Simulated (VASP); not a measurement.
# Ta5AlN6 (P4/mmm) in VASP: further runs

Ta5AlN6 is run at these levels: PBE; tasks: single point.

All numbers are computed with VASP 6.6.1; they aren't measurements. Logs are shortened: lines on timing, memory, paths and dates and some standing lists are left out, and cuts for length are marked.

## (1) The cell of the first run

It takes space group P4/mmm (No. 123, tetragonal). Conventional cell: a = 3.086 Å, b = 3.086 Å, c = 13.247 Å, α = 90.00°, β = 90.00°, γ = 90.00°. Ta (site symmetry 4mm) has 6 N at 2.20 to 2.26 Å and 8 Ta at 2.97 to 3.09 Å and 4 Al at 3.14 Å within 3.2 Å. Within 3.3 Å of Ta (site symmetry 4mm) lie 6 N at 2.19 to 2.35 Å and 12 Ta at 2.97 to 3.20 Å. Ta (site symmetry 4/mmm) has 6 N at 2.15 to 2.18 Å within 2.8 Å. Within 2.6 Å of Al (site symmetry 4/mmm) lie 6 N at 1.96 to 2.18 Å. N (site symmetry 4mm) has 6 Ta at 2.15 to 2.22 Å within 2.8 Å. Within 2.6 Å of N (site symmetry 4mm) lie 1 Al at 1.96 Å and 5 Ta at 2.20 to 2.32 Å. N (site symmetry 4/mmm) has 4 Al at 2.18 Å and 2 Ta at 2.26 Å and 12 N at 2.93 to 3.09 Å within 3.1 Å. N (site symmetry 4/mmm) has 6 Ta at 2.18 to 2.35 Å within 2.9 Å.

## (2) Single point, PBE, collinear spin

The input, INCAR:

```
ALGO     = Normal         # electronic algorithm
EDIFF    = 1E-6           # SCF threshold, eV
ENCUT    = 520            # plane-wave cutoff, eV
GGA      = PE             # functional
ISIF     = 2              # what is computed and relaxed
ISMEAR   = 0              # smearing method
ISPIN    = 2              # spin polarisation
LASPH    = T              # aspherical terms in the spheres
LCHARG   = T              # write CHGCAR
LELF     = T              # ELF
LMAXMIX  = 4              # l up to which the mixer works
LORBIT   = 11             # projections on sites
LREAL    = F              # projectors in reciprocal space
LVHAR    = T            
LWAVE    = F              # write WAVECAR
MAGMOM   = 1 1 1 1 1 0 0 0 0 0 0 0 # initial moments
NBANDS   = 60             # bands
NELM     = 150            # most SCF steps
PREC     = Accurate       # precision mode
SIGMA    = 0.1            # smearing width, eV
```

The input, KPOINTS:

```
k-points
0
Gamma
  6 6 2
```

The input, POSCAR:

```
Ta5AlN6
1.0
    3.0859026094      0.0000000000      0.0000000000
    0.0000000000      3.0859026094      0.0000000000
    0.0000000000      0.0000000000     13.2465156761
Ta Al N
5 1 6
Direct
    0.0000000000      0.0000000000      0.6706038422
    0.0000000000      0.0000000000      0.3293961578
    0.5000000000      0.5000000000      0.1770640035
    0.0000000000      0.0000000000      0.0000000000
    0.5000000000      0.5000000000      0.8229359965
    0.5000000000      0.5000000000      0.5000000000
    0.0000000000      0.0000000000      0.8379840600
    0.5000000000      0.5000000000      0.6481313174
    0.0000000000      0.0000000000      0.5000000000
    0.5000000000      0.5000000000      0.3518686826
    0.0000000000      0.0000000000      0.1620159400
    0.5000000000      0.5000000000      0.0000000000
```

Potentials or basis: VASP PAW PBE potentials, release 64 (Ta_pv, Al, N).

On the command line:

```
cat potpaw_PBE.64/Ta_pv/POTCAR potpaw_PBE.64/Al/POTCAR potpaw_PBE.64/N/POTCAR > POTCAR
mpirun -np 1 vasp_std > vasp.out
```

OUTCAR:

```text
EDIFF = 1E-6
   ENCUT = 520
   GGA = PE
   ISIF = 2
   ISMEAR = 0
   ISPIN = 2
   LASPH = T
   LORBIT = 11
   LREAL = F
   NELM = 150
   PREC = Accurate

 ion  position               nearest neighbor table
   1  0.000  0.000  0.671-   8 2.20   8 2.20   8 2.20   8 2.20   7 2.22   9 2.26   5 2.97   5 2.97
                             5 2.97   5 2.97   6 3.14   6 3.14   6 3.14   6 3.14
   2  0.000  0.000  0.329-  10 2.20  10 2.20  10 2.20  10 2.20  11 2.22   9 2.26   3 2.97   3 2.97
                             3 2.97   3 2.97   6 3.14   6 3.14   6 3.14   6 3.14
   3  0.500  0.500  0.177-  11 2.19  11 2.19  11 2.19  11 2.19  10 2.32  12 2.35   2 2.97   2 2.97
                             2 2.97   2 2.97   4 3.20   4 3.20   4 3.20   4 3.20
   4  0.000  0.000  0.000-   7 2.15  11 2.15  12 2.18  12 2.18  12 2.18  12 2.18   5 3.20   5 3.20
                             3 3.20   5 3.20   3 3.20   3 3.20   5 3.20   3 3.20
   5  0.500  0.500  0.823-   7 2.19   7 2.19   7 2.19   7 2.19   8 2.32  12 2.35   1 2.97   1 2.97
                             1 2.97   1 2.97   4 3.20   4 3.20   4 3.20   4 3.20
   6  0.500  0.500  0.500-   8 1.96  10 1.96   9 2.18   9 2.18   9 2.18   9 2.18   2 3.14   2 3.14
                             1 3.14   2 3.14   1 3.14   1 3.14   2 3.14   1 3.14
   7  0.000  0.000  0.838-   4 2.15   5 2.19   5 2.19   5 2.19   5 2.19   1 2.22
   8  0.500  0.500  0.648-   6 1.96   1 2.20   1 2.20   1 2.20   1 2.20   5 2.32
   9  0.000  0.000  0.500-   6 2.18   6 2.18   6 2.18   6 2.18   1 2.26   2 2.26
  10  0.500  0.500  0.352-   6 1.96   2 2.20   2 2.20   2 2.20   2 2.20   3 2.32
  11  0.000  0.000  0.162-   4 2.15   3 2.19   3 2.19   3 2.19   3 2.19   2 2.22
  12  0.500  0.500  0.000-   4 2.18   4 2.18   4 2.18   4 2.18   5 2.35   3 2.35

  LATTYP: Found a simple tetragonal cell.
 ALAT       =     3.0859026094
 C/A-ratio  =     4.2925903221

  Lattice vectors:

 A1 = (   3.0859026094,   0.0000000000,   0.0000000000)
 A2 = (   0.0000000000,   3.0859026094,   0.0000000000)
 A3 = (   0.0000000000,   0.0000000000,  13.2465156761)

Analysis of symmetry for initial positions (statically):
=====================================================================
 Subroutine PRICEL returns:
 Original cell was already a primitive cell.

 Routine SETGRP: Setting up the symmetry group for a
 simple tetragonal supercell.

 Subroutine GETGRP returns: Found 16 space group operations
 (whereof 16 operations were pure point group operations)
 out of a pool of 16 trial point group operations.

The static configuration has the point symmetry D_4h.

Analysis of symmetry for dynamics (positions and initial velocities):
=====================================================================
 Subroutine PRICEL returns:
 Original cell was already a primitive cell.

 Routine SETGRP: Setting up the symmetry group for a
 simple tetragonal supercell.

 Subroutine GETGRP returns: Found 16 space group operations
 (whereof 16 operations were pure point group operations)
 out of a pool of 16 trial point group operations.

The dynamic configuration has the point symmetry D_4h.

Analysis of structural, dynamic, and magnetic symmetry:
=====================================================================
 Subroutine PRICEL returns:
 Original cell was already a primitive cell.

 Routine SETGRP: Setting up the symmetry group for a
 simple tetragonal supercell.

 Subroutine GETGRP returns: Found 16 space group operations
 (whereof 16 operations were pure point group operations)
 out of a pool of 16 trial point group operations.

The overall configuration has the point symmetry D_4h.

 Subroutine INISYM returns: Found 16 space group operations
 (whereof 16 operations are pure point group operations),
 and found     1 'primitive' translations

----------------------------------------------------------------------------------------

                                     Primitive cell

  volume of cell :     126.1439

  direct lattice vectors                    reciprocal lattice vectors
     3.085902609  0.000000000  0.000000000     0.324054297  0.000000000  0.000000000
     0.000000000  3.085902609  0.000000000     0.000000000  0.324054297  0.000000000
     0.000000000  0.000000000 13.246515676     0.000000000  0.000000000  0.075491550

  length of vectors
     3.085902609  3.085902609 13.246515676     0.324054297  0.324054297  0.075491550

[... 98 lines left out ...]
   NSW    =      0    number of steps for IOM
   IBRION =     -1    ionic relax: 0-MD 1-quasi-New 2-CG
   NFREE  =      0    steps in history (QN), initial steepest desc. (CG)
   ISIF   =      2    stress and relaxation
   ISYM   =      2    0-nonsym 1-usesym 2-fastsym
   POTIM  = 0.5000    time-step for ionic-motion
   TEBEG  =    0.0;   TEEND  =   0.0 temperature during run
   PSTRESS=    0.0 pullay stress
   NELECT =      88.0000    total number of electrons
   NUPDOWN=      -1.0000    fix difference up-down
   EMIN   =  10.00;   EMAX   =-10.00  energy-range for DOS
   EFERMI =   0.00;   METHOD = LEGACY
   ISMEAR =     0;   SIGMA  =   0.10  broadening in eV -4-tet -1-fermi 0-gaus
   EFERMI_NEDOS =   21; number of points for ismear=-14 and -15
   IALGO  =     38    algorithm
   IMIX   =      4    mixing-type and parameters
     AMIX     =   0.40;   BMIX     =  1.00
     AMIX_MAG =   1.60;   BMIX_MAG =  1.00
  volume/ion in A,a.u.               =      10.51        70.94
  Fermi-wavevector in a.u.,A,eV,Ry     =   1.451935  2.743758 28.682630  2.108114
  Thomas-Fermi vector in A             =   2.569374
   LORBIT       =     11    0 simple, 1 ext, 2 COOP (PROOUT), +10 PAW based schemes
   GGA     = PE    functional components
   LHFCALC =     F    Hartree Fock is set to
   AEXX    =    0.0000 exact exchange contribution
   IVDW    =     0    specifies the selected vdW correction
   LEPSILON=     F    determine dielectric tensor
   LRPA    =     F    only Hartree local field effects (RPA)
 spin polarized calculation
 Gauss-broadening in eV      SIGMA  =   0.10
  energy-cutoff  :      520.00
  volume of cell :      126.14
 maximum number of plane-waves:      3428
 NGX is ok and might be reduce to    24
   NGX = 11   NGY = 11   NGZ = 49

 number of electron      88.0000012 magnetization       0.0012709

 number of electron      88.0000012 magnetization      -0.0007733

 Free energy of the ion-electron system (eV)
  ---------------------------------------------------
  ext. energy  EPLUGINS =         0.00000000
  ---------------------------------------------------
  free energy    TOTEN  =      -123.33335483 eV

  energy without entropy =     -123.30621031  energy(sigma->0) =     -123.31978257

 E-fermi :   9.5082     XC(G=0): -13.1237

 val. band max:        9.5003806693   @ k =   0.5000   0.3333   0.5000
 cond. band min:       9.5222870092   @ k =   0.5000   0.0000   0.5000
 fundamental gap:      0.0219063399
 Fermi energy:         9.5082197186

 spin component 1

 k-point     1 :       0.0000    0.0000    0.0000
  band No.  band energies     occupation
      1     -26.9214      1.00000
      2     -26.6637      1.00000
      3     -26.5654      1.00000
      4     -26.5292      1.00000
      5     -26.5292      1.00000
      6     -26.3525      1.00000
[... 1169 lines left out ...]
     55      13.2201      0.00000
     56      13.3181      0.00000
 Fermi energy:         9.5082197186

 spin component 2

 k-point     1 :       0.0000    0.0000    0.0000
  band No.  band energies     occupation
      1     -26.9213      1.00000
      2     -26.6638      1.00000
      3     -26.5654      1.00000
      4     -26.5290      1.00000
      5     -26.5290      1.00000
      6     -26.3525      1.00000
[... 1169 lines left out ...]
     55      13.2200      0.00000
     56      13.3181      0.00000
 [bands above 56 left out]

------------------------ aborting loop because EDIFF is reached ----------------------------------------

  FORCE on cell =-STRESS in cart. coord.  units (eV):
  Direction    XX          YY          ZZ          XY          YZ          ZX
  --------------------------------------------------------------------------------------
  -------------------------------------------------------------------------------------
  Total        0.5412998      0.5412998      0.4282924      0.0000000      0.0000000     -0.0000000
  in kB        6.8751527      6.8751527      5.4398247      0.0000000      0.0000000     -0.0000000
  external PRESSURE =       6.3967100 kB  Pullay stress =       0.0000000 kB

 VOLUME and BASIS-vectors are now :
 -----------------------------------------------------------------------------
  energy-cutoff  :      520.00
  volume of cell :      126.14
      direct lattice vectors                 reciprocal lattice vectors
     3.085902609  0.000000000  0.000000000     0.324054297  0.000000000  0.000000000
     0.000000000  3.085902609  0.000000000     0.000000000  0.324054297  0.000000000
     0.000000000  0.000000000 13.246515676     0.000000000  0.000000000  0.075491550

 POSITION                                       TOTAL-FORCE (eV/Angst)
 -----------------------------------------------------------------------------------
      0.00000      0.00000      8.88316         0.000000      0.000000      0.005906
      0.00000      0.00000      4.36335         0.000000      0.000000     -0.005906
      1.54295      1.54295      2.34548         0.000000     -0.000000      0.009820
      0.00000      0.00000      0.00000         0.000000      0.000000     -0.000000
      1.54295      1.54295     10.90103         0.000000      0.000000     -0.009820
      1.54295      1.54295      6.62326         0.000000      0.000000     -0.000000
      0.00000      0.00000     11.10037        -0.000000      0.000000     -0.001695
      1.54295      1.54295      8.58548         0.000000      0.000000     -0.033372
      0.00000      0.00000      6.62326         0.000000      0.000000     -0.000000
      1.54295      1.54295      4.66103         0.000000      0.000000      0.033372
      0.00000      0.00000      2.14615         0.000000      0.000000      0.001695
      1.54295      1.54295      0.00000         0.000000      0.000000     -0.000000
 -----------------------------------------------------------------------------------
    total drift:                                0.000000     -0.000000     -0.000000

  FREE ENERGIE OF THE ION-ELECTRON SYSTEM (eV)
  ---------------------------------------------------
  free  energy   TOTEN  =      -123.3333548251 eV

  energy  without entropy=     -123.3062103141  energy(sigma->0) =     -123.31978257

 total charge

# of ion       s       p       d       tot
------------------------------------------
    1        0.278   6.227   2.432   8.937
    2        0.278   6.227   2.432   8.937
    3        0.266   6.210   2.478   8.954
    4        0.289   6.241   2.403   8.934
    5        0.266   6.210   2.478   8.954
    6        0.321   0.341   0.000   0.662
    7        1.231   2.546   0.000   3.777
    8        1.230   2.546   0.000   3.776
    9        1.220   2.497   0.000   3.718
   10        1.230   2.546   0.000   3.776
   11        1.231   2.546   0.000   3.777
   12        1.228   2.525   0.000   3.753
--------------------------------------------------
tot          9.067  46.664  12.224  67.955

 magnetization (x)

# of ion       s       p       d       tot
------------------------------------------
    1       -0.000  -0.000  -0.000  -0.000
    2       -0.000  -0.000  -0.000  -0.000
    3        0.000   0.000   0.000   0.000
    4        0.000   0.000   0.000   0.000
    5        0.000   0.000   0.000   0.000
    6       -0.000  -0.000   0.000  -0.000
    7       -0.000  -0.000   0.000  -0.000
    8        0.000   0.000   0.000   0.000
    9        0.000   0.000   0.000   0.000
   10        0.000   0.000   0.000   0.000
   11       -0.000  -0.000   0.000  -0.000
   12       -0.000  -0.000   0.000  -0.000
--------------------------------------------------
tot         -0.000   0.000  -0.000  -0.000
```

Wall time 9.7 min (1 thread of Intel Xeon 8259CL, shared host); peak memory 0.41 GiB.

What came out:

* Free energy: -123.3334 eV
* Pressure: 0.6 GPa
* Largest force: 0.033 eV/Å
* Band gap on the k mesh: zero (filled and empty bands overlap)
* Net moment: 0.00 μB per cell
* Valence electrons inside the program's atomic spheres: Ta 8.94, 8.95, 8.93 (each value once); Al 0.66; N 3.78, 3.72, 3.75 (each value once)

Forces on the atoms (eV/Å):
```
Ta   0.000  0.000  0.006
Ta   0.000  0.000 -0.006
Ta   0.000  0.000  0.010
Ta   0.000  0.000  0.000
Ta   0.000  0.000 -0.010
Al   0.000  0.000  0.000
N    0.000  0.000 -0.002
N    0.000  0.000 -0.033
N    0.000  0.000  0.000
N    0.000  0.000  0.033
N    0.000  0.000  0.002
N    0.000  0.000  0.000
```

Levels at points of the mesh, in eV from the Fermi level:
Spin up:
```tsv
k point	band 42	band 43	band 44	band 45	band 46	band 47
(0.00, 0.00, 0.00)	-2.99	-2.81	-2.43	-1.50	-1.50	-0.34
(0.50, 0.00, 0.00)	0.28	0.59	0.77	0.87	1.29	1.76
(0.50, 0.50, 0.00)	-2.89	-2.89	-0.38	-0.38	1.74	2.58
(0.00, 0.00, 0.50)	-3.08	-2.87	-2.39	-1.12	-1.12	-0.76
(0.50, 0.00, 0.50)	0.46	0.49	0.83	0.85	1.16	1.31
(0.50, 0.50, 0.50)	-3.45	-3.45	-0.13	-0.13	2.40	2.40
```
Spin down:
```csv
k point,band 40,band 41,band 42,band 43,band 44,band 45,band 46,band 47,band 48,band 49
"(0.00, 0.00, 0.00)",-3.28,-2.99,-2.99,-2.81,-2.43,-1.50,-1.50,-0.34,-0.34,0.38
"(0.50, 0.00, 0.00)",0.19,0.20,0.28,0.59,0.77,0.87,1.29,1.76,1.83,1.85
"(0.50, 0.50, 0.00)",-4.41,-3.93,-2.89,-2.89,-0.38,-0.38,1.74,2.58,3.02,3.02
"(0.00, 0.00, 0.50)",-3.91,-3.08,-3.08,-2.87,-2.39,-1.12,-1.12,-0.76,-0.76,0.38
"(0.50, 0.00, 0.50)",0.01,0.34,0.46,0.48,0.83,0.85,1.16,1.31,1.86,1.93
"(0.50, 0.50, 0.50)",-3.68,-3.68,-3.45,-3.45,-0.13,-0.13,2.40,2.40,2.47,2.52
```

Caveat: spin-orbit coupling is left out, which moves the levels of the heavy elements.

## (3) Single point, PBE, collinear spin

This run uses another cell than the first one, of 13.43 Å³/atom.

Changes to INCAR since step 2:

```diff
@@ -8,4 +8,3 @@
 LASPH    = T              # aspherical terms in the spheres
-LCHARG   = T              # write CHGCAR
-LELF     = T              # ELF
+LCHARG   = F              # write CHGCAR
 LMAXMIX  = 4              # l up to which the mixer works
@@ -13,3 +12,2 @@
 LREAL    = F              # projectors in reciprocal space
-LVHAR    = T            
 LWAVE    = F              # write WAVECAR
```

KPOINTS is that of step 2.

The input, POSCAR:

```
Ta5AlN6
1.0
    3.3612719000      0.0000000000      0.0000000000
    0.0000000000      3.3612719000      0.0000000000
    0.0000000000      0.0000000000     14.2606689300
Ta Al N
5 1 6
Direct
    0.0000000000      0.0000000000      0.6666666700
    0.0000000000      0.0000000000      0.3333333300
    0.5000000000      0.5000000000      0.1666666700
    0.0000000000      0.0000000000      0.0000000000
    0.5000000000      0.5000000000      0.8333333300
    0.5000000000      0.5000000000      0.5000000000
    0.0000000000      0.0000000000      0.8333333300
    0.5000000000      0.5000000000      0.6666666700
    0.0000000000      0.0000000000      0.5000000000
    0.5000000000      0.5000000000      0.3333333300
    0.0000000000      0.0000000000      0.1666666700
    0.5000000000      0.5000000000      0.0000000000
```

Potentials or basis: VASP PAW PBE potentials, release 64 (Ta_pv, Al, N).

On the command line:

```
cat potpaw_PBE.64/Ta_pv/POTCAR potpaw_PBE.64/Al/POTCAR potpaw_PBE.64/N/POTCAR > POTCAR
mpirun -np 1 vasp_std > vasp.out
```

It took 5.3 min on 1 thread of Intel Xeon 6975P-C (Granite Rapids), shared host; peak memory 0.51 GiB.

Results (log left out):

| Quantity | Value |
| --- | --- |
| Free energy | -116.8696 eV |
| Pressure | -42.5 GPa |
| Largest force | 1.147 eV/Å |
| Band gap on the k mesh | zero (filled and empty bands overlap) |
| Net moment | 0.00 μB per cell |
| Valence electrons inside the program's atomic spheres | Ta 8.50, 8.54, 8.53 (each value once); Al 0.59; N 3.59, 3.55, 3.60 (each value once) |

Forces in eV/Å, atoms in the order of the input:
```
Ta   0.000  0.000  1.147
Ta   0.000  0.000 -1.147
Ta   0.000  0.000  0.301
Ta   0.000  0.000  0.000
Ta   0.000  0.000 -0.301
Al   0.000  0.000  0.000
N    0.000  0.000  0.280
N    0.000  0.000 -0.681
N    0.000  0.000  0.000
N    0.000  0.000  0.681
N    0.000  0.000 -0.280
N    0.000  0.000  0.000
```

Stress tensor (GPa, compression positive):
```
-43.26   0.00   0.00
  0.00 -43.26   0.00
  0.00   0.00 -40.97
```

Levels at points of the mesh, in eV from the Fermi level:
Spin up:
| k point | band 42 | band 43 | band 44 | band 45 | band 46 | band 47 |
| --- | --- | --- | --- | --- | --- | --- |
| (0.00, 0.00, 0.00) | -2.89 | -2.26 | -1.76 | -1.13 | -1.13 | -1.13 |
| (0.50, 0.00, 0.00) | 0.56 | 0.62 | 0.72 | 0.75 | 0.95 | 1.04 |
| (0.50, 0.50, 0.00) | -1.39 | -1.39 | -0.69 | -0.69 | -0.34 | 1.30 |
| (0.00, 0.00, 0.50) | -2.91 | -2.30 | -1.74 | -0.90 | -0.90 | -0.69 |
| (0.50, 0.00, 0.50) | 0.55 | 0.55 | 0.58 | 0.67 | 0.89 | 1.04 |
| (0.50, 0.50, 0.50) | -2.12 | -2.12 | -0.11 | 0.02 | 0.02 | 0.77 |
Spin down:
```csv
k point,band 42,band 43,band 44,band 45,band 46,band 47
"(0.00, 0.00, 0.00)",-2.89,-2.26,-1.76,-1.13,-1.13,-1.13
"(0.50, 0.00, 0.00)",0.56,0.62,0.72,0.75,0.95,1.04
"(0.50, 0.50, 0.00)",-1.39,-1.39,-0.69,-0.69,-0.34,1.30
"(0.00, 0.00, 0.50)",-2.91,-2.30,-1.74,-0.90,-0.90,-0.69
"(0.50, 0.00, 0.50)",0.55,0.55,0.58,0.67,0.89,1.04
"(0.50, 0.50, 0.50)",-2.12,-2.12,-0.11,0.02,0.02,0.77
```

Caveat: the cell stands under tension; spin-orbit coupling is left out, which moves the levels of the heavy elements; forces of over 1 eV/Å act on the atoms, so gaps and moduli don't describe the material at rest.
